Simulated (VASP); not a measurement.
# TiSi16 (a cell with a defect) in VASP: single point with PBE

Aim: the single point of TiSi16 (a cell with a defect) with PBE.

Program: VASP 6.6.1. These are calculated values, not measurements. Logs are shortened: lines on timing, memory, paths and dates and some standing lists are left out, and cuts for length are marked.

**1. The cell of the first run**

The cell holds a defect, 17 atoms: a = 7.679 Å, b = 7.679 Å, c = 7.679 Å, α = 60.00°, β = 60.00°, γ = 60.00°.

**2. Single point, PBE**

INCAR reads:

```
SYSTEM = TiSi16
  PREC = Accurate
  ENCUT = 520
  EDIFF = 1E-6
  ISMEAR = 0
  SIGMA = 0.02
  LREAL = Auto
  LASPH = .True.
  NELM = 100
  ALGO = Normal
  ISIF = 2
  LWAVE = .False.
  LCHARG = .False.
  GGA = PE
  NBANDS = 52
```

KPOINTS reads:

```
regular mesh
0
Gamma
  2 2 2
  0 0 0
```

POSCAR reads:

```
TiSi16
1.0
    0.0000000000      5.4300000000      5.4300000000
    5.4300000000      0.0000000000      5.4300000000
    5.4300000000      5.4300000000      0.0000000000
Si Ti
16 1
Direct
    0.0169914365     -0.0494046961      0.0159639963
    0.1137516575      0.1173061694      0.1130063536
   -0.0301016575      0.0066657459      0.5116887661
    0.1135736648      0.1178662983      0.6555405157
   -0.0000244015      0.4880573665     -0.0008818600
    0.1421900552      0.5752165746      0.1412093923
   -0.0001998158      0.4885552486      0.5125672192
    0.1128965009      0.6358651934      0.6256357274
    0.5126593002      0.0068278085     -0.0310747698
    0.6565772560      0.1179895948      0.1126111418
    0.5124675875      0.0073381215      0.5113399632
    0.6094961326      0.1736250460      0.6085195212
    0.5135345304      0.4886868324     -0.0011790976
    0.6265262431      0.6360426335      0.1119481584
    0.4843088398      0.5490034991      0.4833732965
    0.6263705341      0.6364865562      0.6253593002
    0.3130915285      0.0625826888      0.3120876611
```

Potentials or basis: VASP PAW PBE potentials, release 64 (Si, Ti_sv).

The run is started by

```
$ cat potpaw_PBE.64/Si/POTCAR potpaw_PBE.64/Ti_sv/POTCAR > POTCAR
$ mpirun -np 1 vasp_std > vasp.out
```

OUTCAR:

```text
SYSTEM = TiSi16
   PREC = Accurate
   ENCUT = 520
   EDIFF = 1E-6
   ISMEAR = 0
   LREAL = Auto
   LASPH = .True.
   NELM = 100
   ISIF = 2
   GGA = PE

 ion  position               nearest neighbor table
   1  0.017  0.951  0.016-   4 2.28   2 2.28  10 2.28   6 2.35
   2  0.114  0.117  0.113-   1 2.28   5 2.33  17 2.43   3 2.50   9 2.51
   3  0.970  0.007  0.512-  12 2.28   8 2.33  17 2.43   2 2.50   4 2.50
   4  0.114  0.118  0.656-   1 2.28   7 2.33  17 2.43   3 2.50  11 2.51
   5  1.000  0.488  0.999-   2 2.33   6 2.34  14 2.35   8 2.35
   6  0.142  0.575  0.141-   7 2.34  13 2.34   5 2.34   1 2.35
   7  1.000  0.489  0.513-   4 2.33   6 2.34  16 2.35   8 2.35
   8  0.113  0.636  0.626-   3 2.33  15 2.34   7 2.35   5 2.35
   9  0.513  0.007  0.969-  12 2.28  14 2.33  17 2.43  10 2.50   2 2.51
  10  0.657  0.118  0.113-   1 2.28  13 2.33  17 2.43  11 2.50   9 2.50
  11  0.512  0.007  0.511-  12 2.28  16 2.33  17 2.43  10 2.50   4 2.51
  12  0.609  0.174  0.609-   9 2.28  11 2.28   3 2.28  15 2.35
  13  0.514  0.489  0.999-  10 2.33   6 2.34  14 2.35  16 2.35
  14  0.627  0.636  0.112-   9 2.33  15 2.34  13 2.35   5 2.35
  15  0.484  0.549  0.483-  14 2.34   8 2.34  16 2.34  12 2.35
  16  0.626  0.636  0.625-  11 2.33  15 2.34   7 2.35  13 2.35
  17  0.313  0.063  0.312-  11 2.43   9 2.43   2 2.43   4 2.43   3 2.43  10 2.43

  LATTYP: Found a face centered cubic cell.
 ALAT       =    10.8600000000

  Lattice vectors:

 A1 = (   0.0000000000,   5.4300000000,   5.4300000000)
 A2 = (   5.4300000000,   0.0000000000,   5.4300000000)
 A3 = (   5.4300000000,   5.4300000000,   0.0000000000)

Analysis of symmetry for initial positions (statically):
=====================================================================
 Subroutine PRICEL returns:
 Original cell was already a primitive cell.

 Routine SETGRP: Setting up the symmetry group for a
 face centered cubic supercell.

 Subroutine GETGRP returns: Found  1 space group operations
 (whereof  1 operations were pure point group operations)
 out of a pool of 48 trial point group operations.

The static configuration has the point symmetry C_1 .

Analysis of symmetry for dynamics (positions and initial velocities):
=====================================================================
 Subroutine PRICEL returns:
 Original cell was already a primitive cell.

 Routine SETGRP: Setting up the symmetry group for a
 face centered cubic supercell.

 Subroutine GETGRP returns: Found  1 space group operations
 (whereof  1 operations were pure point group operations)
 out of a pool of 48 trial point group operations.

The dynamic configuration has the point symmetry C_1 .

 Subroutine INISYM returns: Found  1 space group operations
 (whereof  1 operations are pure point group operations),
 and found     1 'primitive' translations

----------------------------------------------------------------------------------------

                                     Primitive cell

  volume of cell :     320.2060

  direct lattice vectors                    reciprocal lattice vectors
     0.000000000  5.430000000  5.430000000    -0.092081031  0.092081031  0.092081031
     5.430000000  0.000000000  5.430000000     0.092081031 -0.092081031  0.092081031
     5.430000000  5.430000000  0.000000000     0.092081031  0.092081031 -0.092081031

  length of vectors
     7.679179644  7.679179644  7.679179644     0.159489025  0.159489025  0.159489025

  position of ions in fractional coordinates (direct lattice)
     0.016991436  0.950595304  0.015963996
     0.113751658  0.117306169  0.113006354
     0.969898343  0.006665746  0.511688766
     0.113573665  0.117866298  0.655540516
     0.999975599  0.488057367  0.999118140
     0.142190055  0.575216575  0.141209392
[... 9 lines left out ...]
     0.626370534  0.636486556  0.625359300
     0.313091529  0.062582689  0.312087661

  ion indices of the primitive-cell ions
   primitive index   ion index
                 1           1
                 2           2
                 3           3
                 4           4
                 5           5
                 6           6
[... 9 lines left out ...]
                16          16
                17          17

----------------------------------------------------------------------------------------

 KPOINTS: regular mesh

Automatic generation of k-mesh.
 Grid dimensions read from file:
 generate k-points for:    2    2    2

 Generating k-lattice:

  Cartesian coordinates                     Fractional coordinates (reciprocal lattice)
    -0.046040516  0.046040516  0.046040516     0.500000000  0.000000000  0.000000000
     0.046040516 -0.046040516  0.046040516     0.000000000  0.500000000  0.000000000
     0.046040516  0.046040516 -0.046040516     0.000000000  0.000000000  0.500000000

  Length of vectors
     0.079744512  0.079744512  0.079744512

  Shift w.r.t. Gamma in fractional coordinates (k-lattice)
     0.000000000  0.000000000  0.000000000

 Subroutine IBZKPT returns following result:
 ===========================================

 Found      8 irreducible k-points:

 Following reciprocal coordinates:
            Coordinates               Weight
  0.000000  0.000000  0.000000      1.000000
  0.500000  0.000000  0.000000      1.000000
  0.000000  0.500000  0.000000      1.000000
  0.000000  0.000000  0.500000      1.000000
  0.500000  0.500000  0.500000      1.000000
  0.500000  0.500000  0.000000      1.000000
  0.000000  0.500000  0.500000      1.000000
  0.500000  0.000000  0.500000      1.000000
   k-points           NKPTS =      8   k-points in BZ     NKDIM =      8   number of bands    NBANDS=     52
   number of dos      NEDOS =    301   number of ions     NIONS =     17
   total plane-waves  NPLWV = 216000
   dimension x,y,z NGX =    60 NGY =   60 NGZ =   60
   dimension x,y,z NGXF=   120 NGYF=  120 NGZF=  120
   ions per type =              16   1
   NGX,Y,Z   is equivalent  to a cutoff of  12.99, 12.99, 12.99 a.u.
   NGXF,Y,Z  is equivalent  to a cutoff of  25.98, 25.98, 25.98 a.u.
 SYSTEM =  TiSi16
   PREC   = accura    normal or accurate (medium, high low for compatibility)
   ISTART =      0    job   : 0-new  1-cont  2-samecut
   ICHARG =      2    charge: 1-file 2-atom 10-const
   ISPIN  =      1    spin polarized calculation?
   LNONCOLLINEAR =      F non collinear calculations
   LSORBIT =      F    spin-orbit coupling
   LASPH  =      T    aspherical Exc in radial PAW
   ENCUT  =  520.0 eV  38.22 Ry    6.18 a.u.  14.28 14.28 14.28*2*pi/ulx,y,z
   NELM   =    100;   NELMIN=  2; NELMDL= -5     # of ELM steps
   EDIFF  = 0.1E-05   stopping-criterion for ELM
   LREAL  =      T    real-space projection
   EDIFFG = 0.1E-04   stopping-criterion for IOM
   NSW    =      0    number of steps for IOM
   IBRION =     -1    ionic relax: 0-MD 1-quasi-New 2-CG
   NFREE  =      0    steps in history (QN), initial steepest desc. (CG)
   ISIF   =      2    stress and relaxation
   ISYM   =      2    0-nonsym 1-usesym 2-fastsym
   POTIM  = 0.5000    time-step for ionic-motion
   TEBEG  =    0.0;   TEEND  =   0.0 temperature during run
   PSTRESS=    0.0 pullay stress
   NELECT =      76.0000    total number of electrons
   NUPDOWN=      -1.0000    fix difference up-down
   EMIN   =  10.00;   EMAX   =-10.00  energy-range for DOS
   EFERMI =   0.00;   METHOD = LEGACY
   ISMEAR =     0;   SIGMA  =   0.02  broadening in eV -4-tet -1-fermi 0-gaus
   EFERMI_NEDOS =   21; number of points for ismear=-14 and -15
   IALGO  =     38    algorithm
   IMIX   =      4    mixing-type and parameters
     AMIX     =   0.40;   BMIX     =  1.00
     AMIX_MAG =   1.60;   BMIX_MAG =  1.00
  volume/ion in A,a.u.               =      18.84       127.11
  Fermi-wavevector in a.u.,A,eV,Ry     =   1.013607  1.915439 13.978610  1.027399
  Thomas-Fermi vector in A             =   2.146786
   LORBIT       =      0    0 simple, 1 ext, 2 COOP (PROOUT), +10 PAW based schemes
   GGA     = PE    functional components
   LHFCALC =     F    Hartree Fock is set to
   AEXX    =    0.0000 exact exchange contribution
   IVDW    =     0    specifies the selected vdW correction
   LEPSILON=     F    determine dielectric tensor
   LRPA    =     F    only Hartree local field effects (RPA)
 non-spin polarized calculation
 Gauss-broadening in eV      SIGMA  =   0.02
  energy-cutoff  :      520.00
  volume of cell :      320.21
 maximum number of plane-waves:      8646
 NGX is ok and might be reduce to    60
   NGX = 29   NGY = 29   NGZ = 29

 number of electron      76.0000002 magnetization

 Free energy of the ion-electron system (eV)
  ---------------------------------------------------
  ext. energy  EPLUGINS =         0.00000000
  ---------------------------------------------------
  free energy    TOTEN  =       -90.49272669 eV

  energy without entropy =      -90.48643709  energy(sigma->0) =      -90.48958189

 E-fermi :   6.9010     XC(G=0):  -9.7528

 val. band max:        6.8994961975   @ k =   0.0000   0.5000   0.5000
 cond. band min:       6.9163776567   @ k =   0.5000   0.5000   0.5000
 fundamental gap:      0.0168814592
 Fermi energy:         6.9009956056

 k-point     1 :       0.0000    0.0000    0.0000
  band No.  band energies     occupation
      1     -49.9229      2.00000
      2     -26.3848      2.00000
      3     -26.2483      2.00000
      4     -26.2465      2.00000
      5      -5.6566      2.00000
      6      -3.4480      2.00000
[... 42 lines left out ...]
     49       8.5109      0.00000
     50       8.9173      0.00000

 k-point     2 :       0.5000    0.0000    0.0000
  band No.  band energies     occupation
      1     -49.9229      2.00000
      2     -26.3848      2.00000
      3     -26.2483      2.00000
      4     -26.2465      2.00000
      5      -4.8572      2.00000
      6      -4.8251      2.00000
[... 310 lines left out ...]
 k-point     8 :       0.5000    0.0000    0.5000
  band No.  band energies     occupation
      1     -49.9229      2.00000
      2     -26.3848      2.00000
      3     -26.2483      2.00000
      4     -26.2465      2.00000
      5      -4.5747      2.00000
      6      -4.5497      2.00000
[... 42 lines left out ...]
     49       9.9805      0.00000
     50      10.4789      0.00000
 [bands above 50 left out]

------------------------ aborting loop because EDIFF is reached ----------------------------------------

  FORCE on cell =-STRESS in cart. coord.  units (eV):
  Direction    XX          YY          ZZ          XY          YZ          ZX
  --------------------------------------------------------------------------------------
  -------------------------------------------------------------------------------------
  Total       11.8001709     11.8124317     11.7840000      1.7074807      1.7051757     -1.7179674
  in kB       59.0431334     59.1044812     58.9622206      8.5435213      8.5319881     -8.5959923
  external PRESSURE =      59.0366117 kB  Pullay stress =       0.0000000 kB

 VOLUME and BASIS-vectors are now :
 -----------------------------------------------------------------------------
  energy-cutoff  :      520.00
  volume of cell :      320.21
      direct lattice vectors                 reciprocal lattice vectors
     0.000000000  5.430000000  5.430000000    -0.092081031  0.092081031  0.092081031
     5.430000000  0.000000000  5.430000000     0.092081031 -0.092081031  0.092081031
     5.430000000  5.430000000  0.000000000     0.092081031  0.092081031 -0.092081031

 POSITION                                       TOTAL-FORCE (eV/Angst)
 -----------------------------------------------------------------------------------
      5.24842      0.17895      5.25400         0.007126     -0.007685      0.004429
      1.25060      1.23130      1.25464        -0.006652     -0.005772     -0.001028
      2.81467      8.04502      5.30274        -0.002408      0.002040     -0.011883
      4.19960      4.17629      1.25672         0.007980      0.006639     -0.001717
      8.07536     10.85508      8.08002        -0.001661     -0.023613     -0.001153
      3.89019      1.53886      3.89552        -0.023820      0.023741     -0.027296
[... 9 lines left out ...]
      6.85182      6.79689      6.85731         0.000743      0.019927      0.000756
      2.03446      3.39472      2.03991         0.008552     -0.006596     -0.000204
 -----------------------------------------------------------------------------------
    total drift:                                0.008127     -0.003587     -0.007898

  FREE ENERGIE OF THE ION-ELECTRON SYSTEM (eV)
  ---------------------------------------------------
  free  energy   TOTEN  =       -90.4927266871 eV

  energy  without entropy=      -90.4864370879  energy(sigma->0) =      -90.48958189
```

Run time: 2.6 min. Hardware: 1 thread of Intel Xeon 6975P-C (Granite Rapids), shared host; peak memory 0.5 GiB.

Results:

```yaml
Free_energy: -90.4927 eV
Pressure: 5.9 GPa
Largest_force: 0.045 eV/Å
Band_gap_on_the_k_mesh: zero (bands 38 and 39 overlap by 0.20 eV)
```

Forces on the atoms (eV/Å):
```
Si   0.007 -0.008  0.004
Si  -0.007 -0.006 -0.001
Si  -0.002  0.002 -0.012
Si   0.008  0.007 -0.002
Si  -0.002 -0.024 -0.001
Si  -0.024  0.024 -0.027
Si   0.022  0.002  0.000
Si   0.001 -0.001 -0.019
Si  -0.011  0.001 -0.002
Si  -0.005  0.005  0.010
Si   0.000  0.009 -0.002
Si  -0.001  0.001  0.001
Si  -0.002  0.002  0.023
Si  -0.021 -0.002  0.001
Si   0.026 -0.025  0.026
Si   0.001  0.020  0.001
Ti   0.009 -0.007  0.000
```

Caveat: the k points lie up to 0.50 Å⁻¹ apart.
